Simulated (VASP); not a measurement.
# TaN (P6/mmm) in VASP: settings compared

TaN is run at these levels: RPBE, revPBE; tasks: single point, relaxation of cell and atoms.

Program: VASP 6.6.1. These are calculated values, not measurements. Logs are shortened: lines on timing, memory, paths and dates and some standing lists are left out, and cuts for length are marked.

## (1) The cell of the first run

It takes space group P6/mmm (No. 191, hexagonal). Conventional cell: a = 5.191 Å, b = 5.191 Å, c = 2.908 Å, α = 90.00°, β = 90.00°, γ = 120.00°. Ta (site symmetry -6m2) has 6 N at 2.09 Å within 2.8 Å. Within 3.4 Å of Ta (site symmetry 6/mmm) lie 6 N at 2.60 Å and 14 Ta at 2.91 to 3.33 Å. Within 2.8 Å of N (site symmetry mmm) lie 6 Ta at 2.09 to 2.60 Å and 4 N at 2.60 Å.

## (2) Single point, RPBE

The input, INCAR:

```
ALGO = Normal ; EDIFF = 1E-7
ENCUT = 520 ; GGA = RP
ISIF = 2 ; ISMEAR = -1
LASPH = True ; LCHARG = False
LREAL = False ; LWAVE = False
NBANDS = 33 ; NELM = 100
PREC = Accurate ; SIGMA = 0.05
```

The input, KPOINTS:

```
k-points
0
Gamma
  6 6 9
```

The input, POSCAR:

```
TaN
1.0
    5.1910000000      0.0000000000      0.0000000000
   -2.5955000000      4.4955378710      0.0000000000
    0.0000000000      0.0000000000      2.9080000000
Ta N
3 3
Direct
    0.6666666667      0.3333333333      0.5000000000
    0.3333333333      0.6666666667      0.5000000000
    0.0000000000      0.0000000000      0.0000000000
    0.0000000000      0.5000000000      0.0000000000
    0.5000000000      0.5000000000      0.0000000000
    0.5000000000      0.0000000000      0.0000000000
```

Potentials or basis: VASP PAW PBE potentials, release 64 (Ta_pv, N).

The run is started by

```sh
cat potpaw_PBE.64/Ta_pv/POTCAR potpaw_PBE.64/N/POTCAR > POTCAR
mpirun -np 1 vasp_std > vasp.out
```

OUTCAR:

```text
EDIFF = 1E-7
   ENCUT = 520
   GGA = RP
   ISIF = 2
   ISMEAR = -1
   LASPH = True
   LREAL = False
   NELM = 100
   PREC = Accurate

 ion  position               nearest neighbor table
   1  0.667  0.333  0.500-   6 2.09   6 2.09   4 2.09   4 2.09   5 2.09   5 2.09   2 3.00   2 3.00
                             2 3.00   3 3.33   3 3.33   3 3.33   3 3.33   3 3.33   3 3.33
   2  0.333  0.667  0.500-   6 2.09   6 2.09   4 2.09   4 2.09   5 2.09   5 2.09   1 3.00   1 3.00
                             1 3.00   3 3.33   3 3.33   3 3.33   3 3.33   3 3.33   3 3.33
   3  0.000  0.000  0.000-   4 2.60   5 2.60   4 2.60   5 2.60   6 2.60   6 2.60   2 3.33   2 3.33
                             1 3.33   1 3.33   2 3.33   1 3.33   2 3.33   1 3.33   2 3.33   1 3.33
   4  0.000  0.500  0.000-   1 2.09   2 2.09   1 2.09   2 2.09   3 2.60   3 2.60
   5  0.500  0.500  0.000-   1 2.09   2 2.09   1 2.09   2 2.09   3 2.60   3 2.60
   6  0.500  0.000  0.000-   1 2.09   2 2.09   1 2.09   2 2.09   3 2.60   3 2.60

  LATTYP: Found a hexagonal cell.
 ALAT       =     5.1910000000
 C/A-ratio  =     0.5602003468

  Lattice vectors:

 A1 = (   5.1910000000,   0.0000000000,   0.0000000000)
 A2 = (  -2.5955000000,   4.4955378710,   0.0000000000)
 A3 = (   0.0000000000,   0.0000000000,   2.9080000000)

Analysis of symmetry for initial positions (statically):
=====================================================================
 Subroutine PRICEL returns:
 Original cell was already a primitive cell.

 Routine SETGRP: Setting up the symmetry group for a
 hexagonal supercell.

 Subroutine GETGRP returns: Found 24 space group operations
 (whereof 24 operations were pure point group operations)
 out of a pool of 24 trial point group operations.

The static configuration has the point symmetry D_6h.

Analysis of symmetry for dynamics (positions and initial velocities):
=====================================================================
 Subroutine PRICEL returns:
 Original cell was already a primitive cell.

 Routine SETGRP: Setting up the symmetry group for a
 hexagonal supercell.

 Subroutine GETGRP returns: Found 24 space group operations
 (whereof 24 operations were pure point group operations)
 out of a pool of 24 trial point group operations.

The dynamic configuration has the point symmetry D_6h.

 Subroutine INISYM returns: Found 24 space group operations
 (whereof 24 operations are pure point group operations),
 and found     1 'primitive' translations

----------------------------------------------------------------------------------------

                                     Primitive cell

  volume of cell :      67.8621

  direct lattice vectors                    reciprocal lattice vectors
     5.191000000  0.000000000  0.000000000     0.192641110  0.111221396  0.000000000
    -2.595500000  4.495537871  0.000000000     0.000000000  0.222442793  0.000000000
     0.000000000  0.000000000  2.908000000     0.000000000  0.000000000  0.343878955

  length of vectors
     5.191000000  5.191000000  2.908000000     0.222442793  0.222442793  0.343878955

  position of ions in fractional coordinates (direct lattice)
     0.666666667  0.333333333  0.500000000
     0.333333333  0.666666667  0.500000000
     0.000000000  0.000000000  0.000000000
     1.000000000  0.500000000  0.000000000
     0.500000000  0.500000000  0.000000000
     0.500000000  0.000000000  0.000000000

  ion indices of the primitive-cell ions
   primitive index   ion index
                 1           1
                 2           2
                 3           3
                 4           4
                 5           5
                 6           6

----------------------------------------------------------------------------------------

 KPOINTS: k-points

Automatic generation of k-mesh.
 Grid dimensions read from file:
 generate k-points for:    6    6    9

 Generating k-lattice:

  Cartesian coordinates                     Fractional coordinates (reciprocal lattice)
     0.032106852  0.018536899  0.000000000     0.166666667 -0.000000000  0.000000000
     0.000000000  0.037073799  0.000000000     0.000000000  0.166666667  0.000000000
     0.000000000  0.000000000  0.038208773     0.000000000  0.000000000  0.111111111

  Length of vectors
     0.037073799  0.037073799  0.038208773

  Shift w.r.t. Gamma in fractional coordinates (k-lattice)
     0.000000000  0.000000000  0.000000000

 Subroutine IBZKPT returns following result:
 ===========================================

 Found     35 irreducible k-points:

 Following reciprocal coordinates:
            Coordinates               Weight
  0.000000  0.000000  0.000000      1.000000
  0.166667  0.000000  0.000000      6.000000
  0.333333  0.000000  0.000000      6.000000
  0.500000  0.000000  0.000000      3.000000
  0.166667  0.166667  0.000000      6.000000
  0.333333  0.166667  0.000000     12.000000
[... 16 lines left out ...]
  0.166667  0.000000  0.333333     12.000000
  0.333333  0.000000  0.333333     12.000000
 [... further k-points ...]
   k-points           NKPTS =     35   k-points in BZ     NKDIM =     35   number of bands    NBANDS=     33
   number of dos      NEDOS =    301   number of ions     NIONS =      6
   total plane-waves  NPLWV =  38400
   dimension x,y,z NGX =    40 NGY =   40 NGZ =   24
   dimension x,y,z NGXF=    80 NGYF=   80 NGZF=   48
   ions per type =               3   3
   NGX,Y,Z   is equivalent  to a cutoff of  12.81, 12.81, 13.72 a.u.
   NGXF,Y,Z  is equivalent  to a cutoff of  25.62, 25.62, 27.44 a.u.
 SYSTEM =  unknown system
   PREC   = accura    normal or accurate (medium, high low for compatibility)
   ISTART =      0    job   : 0-new  1-cont  2-samecut
   ICHARG =      2    charge: 1-file 2-atom 10-const
   ISPIN  =      1    spin polarized calculation?
   LNONCOLLINEAR =      F non collinear calculations
   LSORBIT =      F    spin-orbit coupling
   LASPH  =      T    aspherical Exc in radial PAW
   ENCUT  =  520.0 eV  38.22 Ry    6.18 a.u.   9.65  9.65  5.41*2*pi/ulx,y,z
   NELM   =    100;   NELMIN=  2; NELMDL= -5     # of ELM steps
   EDIFF  = 0.1E-06   stopping-criterion for ELM
   LREAL  =      F    real-space projection
   EDIFFG = 0.1E-05   stopping-criterion for IOM
   NSW    =      0    number of steps for IOM
   IBRION =     -1    ionic relax: 0-MD 1-quasi-New 2-CG
   NFREE  =      0    steps in history (QN), initial steepest desc. (CG)
   ISIF   =      2    stress and relaxation
   ISYM   =      2    0-nonsym 1-usesym 2-fastsym
   POTIM  = 0.5000    time-step for ionic-motion
   TEBEG  =    0.0;   TEEND  =   0.0 temperature during run
   PSTRESS=    0.0 pullay stress
   NELECT =      48.0000    total number of electrons
   NUPDOWN=      -1.0000    fix difference up-down
   EMIN   =  10.00;   EMAX   =-10.00  energy-range for DOS
   EFERMI =   0.00;   METHOD = LEGACY
   ISMEAR =    -1;   SIGMA  =   0.05  broadening in eV -4-tet -1-fermi 0-gaus
   EFERMI_NEDOS =   21; number of points for ismear=-14 and -15
   IALGO  =     38    algorithm
   IMIX   =      4    mixing-type and parameters
     AMIX     =   0.40;   BMIX     =  1.00
     AMIX_MAG =   1.60;   BMIX_MAG =  1.00
  volume/ion in A,a.u.               =      11.31        76.33
  Fermi-wavevector in a.u.,A,eV,Ry     =   1.458634  2.756418 28.947918  2.127612
  Thomas-Fermi vector in A             =   2.575295
   LORBIT       =      0    0 simple, 1 ext, 2 COOP (PROOUT), +10 PAW based schemes
   GGA     = RP    functional components
   LHFCALC =     F    Hartree Fock is set to
   AEXX    =    0.0000 exact exchange contribution
   IVDW    =     0    specifies the selected vdW correction
   LEPSILON=     F    determine dielectric tensor
   LRPA    =     F    only Hartree local field effects (RPA)
 non-spin polarized calculation
  energy-cutoff  :      520.00
  volume of cell :       67.86
 maximum number of plane-waves:      1846
 NGX is ok and might be reduce to    40
   NGX = 19   NGY = 19   NGZ = 11

 number of electron      47.9999999 magnetization

 Free energy of the ion-electron system (eV)
  ---------------------------------------------------
  ext. energy  EPLUGINS =         0.00000000
  ---------------------------------------------------
  free energy    TOTEN  =       -61.63466604 eV

  energy without entropy =      -61.62940520  energy(sigma->0) =      -61.63203562

 E-fermi :   8.1596     XC(G=0): -12.9754

 val. band max:        8.1477870053   @ k =   0.1667   0.0000   0.2222
 cond. band min:       8.1687304042   @ k =   0.0000   0.0000   0.2222
 fundamental gap:      0.0209433988
 Fermi energy:         8.1596495963

 k-point     1 :       0.0000    0.0000    0.0000
  band No.  band energies     occupation
      1     -27.9531      2.00000
      2     -27.9531      2.00000
      3     -27.5665      2.00000
      4     -27.5665      2.00000
      5     -27.3364      2.00000
      6     -27.2380      2.00000
[... 25 lines left out ...]
     32      11.5798      0.00000
     33      11.5798      0.00000

 k-point     2 :       0.1667    0.0000    0.0000
  band No.  band energies     occupation
      1     -27.9731      2.00000
      2     -27.9412      2.00000
      3     -27.5502      2.00000
      4     -27.5388      2.00000
      5     -27.3282      2.00000
      6     -27.2697      2.00000
[... 25 lines left out ...]
     32      11.6856      0.00000
     33      11.8956      0.00000

 k-point     3 :       0.3333    0.0000    0.0000
  band No.  band energies     occupation
      1     -28.0076      2.00000
      2     -27.8901      2.00000
      3     -27.5766      2.00000
      4     -27.4855      2.00000
      5     -27.3073      2.00000
      6     -27.3011      2.00000
[... 25 lines left out ...]
     32      11.8240      0.00000
     33      11.9059      0.00000

 k-point     4 :       0.5000    0.0000    0.0000
  band No.  band energies     occupation
      1     -28.0229      2.00000
      2     -27.8344      2.00000
      3     -27.6405      2.00000
      4     -27.4581      2.00000
      5     -27.2961      2.00000
      6     -27.2906      2.00000
[... 25 lines left out ...]
     32      12.0300      0.00000
     33      12.1635      0.00000

 k-point     5 :       0.1667    0.1667    0.0000
  band No.  band energies     occupation
      1     -27.9921      2.00000
      2     -27.9150      2.00000
      3     -27.5646      2.00000
      4     -27.4964      2.00000
      5     -27.3134      2.00000
      6     -27.2987      2.00000
[... 604 lines left out ...]
 k-point    22 :       0.0000    0.0000    0.3333
  band No.  band energies     occupation
      1     -28.0435      2.00000
      2     -27.8364      2.00000
      3     -27.8337      2.00000
      4     -27.8337      2.00000
      5     -27.4346      2.00000
      6     -27.4346      2.00000
[... 25 lines left out ...]
     32      11.6247      0.00000
     33      12.3753      0.00000

 k-point    23 :       0.1667    0.0000    0.3333
  band No.  band energies     occupation
      1     -28.0361      2.00000
      2     -27.8519      2.00000
      3     -27.8443      2.00000
      4     -27.8128      2.00000
      5     -27.4443      2.00000
      6     -27.4202      2.00000
[... 25 lines left out ...]
     32      11.7819      0.00000
     33      12.2121      0.00000

 k-point    24 :       0.3333    0.0000    0.3333
  band No.  band energies     occupation
      1     -28.0147      2.00000
      2     -27.8847      2.00000
      3     -27.8638      2.00000
      4     -27.7649      2.00000
      5     -27.4890      2.00000
      6     -27.3916      2.00000
[... 25 lines left out ...]
     32      12.0489      0.00000
     33      12.7056      0.00000

 [... further k-points ...]
[... 5 lines left out ...]
  --------------------------------------------------------------------------------------
  -------------------------------------------------------------------------------------
  Total        5.8238279      5.8238279      7.2690218      0.0000000      0.0000000     -0.0000000
  in kB      137.4966206    137.4966206    171.6166661      0.0000000      0.0000000     -0.0000000
  external PRESSURE =     148.8699691 kB  Pullay stress =       0.0000000 kB

 VOLUME and BASIS-vectors are now :
 -----------------------------------------------------------------------------
  energy-cutoff  :      520.00
  volume of cell :       67.86
      direct lattice vectors                 reciprocal lattice vectors
     5.191000000  0.000000000  0.000000000     0.192641110  0.111221396  0.000000000
    -2.595500000  4.495537871  0.000000000     0.000000000  0.222442793  0.000000000
     0.000000000  0.000000000  2.908000000     0.000000000  0.000000000  0.343878955

 POSITION                                       TOTAL-FORCE (eV/Angst)
 -----------------------------------------------------------------------------------
      2.59550      1.49851      1.45400        -0.000000      0.000000      0.000000
     -0.00000      2.99703      1.45400        -0.000000      0.000000     -0.000000
      0.00000      0.00000      0.00000         0.000000      0.000000      0.000000
     -1.29775      2.24777      0.00000         0.000000      0.000000      0.000000
      1.29775      2.24777      0.00000         0.000000      0.000000      0.000000
      2.59550      0.00000      0.00000         0.000000      0.000000      0.000000
 -----------------------------------------------------------------------------------
    total drift:                               -0.000000      0.000000     -0.000000

  FREE ENERGIE OF THE ION-ELECTRON SYSTEM (eV)
  ---------------------------------------------------
  free  energy   TOTEN  =       -61.6346660404 eV

  energy  without entropy=      -61.6294051995  energy(sigma->0) =      -61.63203562
```

Wall time 50 s (1 thread of Intel Xeon Platinum 8559C (Emerald Rapids), shared host); peak memory 0.22 GiB.

Results:

```
Free energy            : -61.6347 eV
Pressure               : 14.9 GPa
Band gap on the k mesh : zero (band 24 reaches 9.14 eV, above the bottom of band 25 at 7.08 eV)
```

Caveat: the PAW data sets were made with another functional, which shifts forces and pressure a little; spin-orbit coupling is left out, which moves the levels of the heavy elements.

## (3) Single point, revPBE

The input, INCAR:

```
ALGO = Normal
EDIFF = 1E-6
ENCUT = 520
GGA = RE
ISIF = 2
ISMEAR = -1
LASPH = True
LCHARG = False
LREAL = False
LWAVE = False
NBANDS = 33
NELM = 80
PREC = Accurate
SIGMA = 0.05
```

KPOINTS is that of step 2.

POSCAR is that of step 2.

Potentials or basis: VASP PAW PBE potentials, release 64 (Ta_pv, N).

The run is started by

```sh
cat potpaw_PBE.64/Ta_pv/POTCAR potpaw_PBE.64/N/POTCAR > POTCAR
mpirun -np 1 vasp_std > vasp.out
```

It took 59 s on 1 thread of Intel Xeon Platinum 8559C (Emerald Rapids), shared host; peak memory 0.22 GiB.

The run converged. Its results:

```yaml
Free_energy: -62.1812 eV
Pressure: 13.7 GPa
Band_gap_on_the_k_mesh: zero (band 24 reaches 9.10 eV, above the bottom of band 25 at 7.05 eV)
```

Stress tensor (GPa, compression positive):
```
12.59  0.00  0.00
 0.00 12.59  0.00
 0.00  0.00 15.81
```

Levels at points of the mesh, in eV from the Fermi level:
| k point | band 21 | band 22 | band 23 | band 24 | band 25 | band 26 | band 27 | band 28 |
| --- | --- | --- | --- | --- | --- | --- | --- | --- |
| (0.00, 0.00, 0.00) | -2.88 | -2.37 | -1.91 | -1.08 | -1.08 | 0.98 | 0.98 | 1.42 |
| (0.50, 0.00, 0.00) | -3.27 | -2.78 | -1.55 | -0.53 | 1.50 | 2.00 | 2.02 | 2.42 |

Caveat: the PAW data sets were made with another functional, which shifts forces and pressure a little; spin-orbit coupling is left out, which moves the levels of the heavy elements.

[end of part 1 of 2]
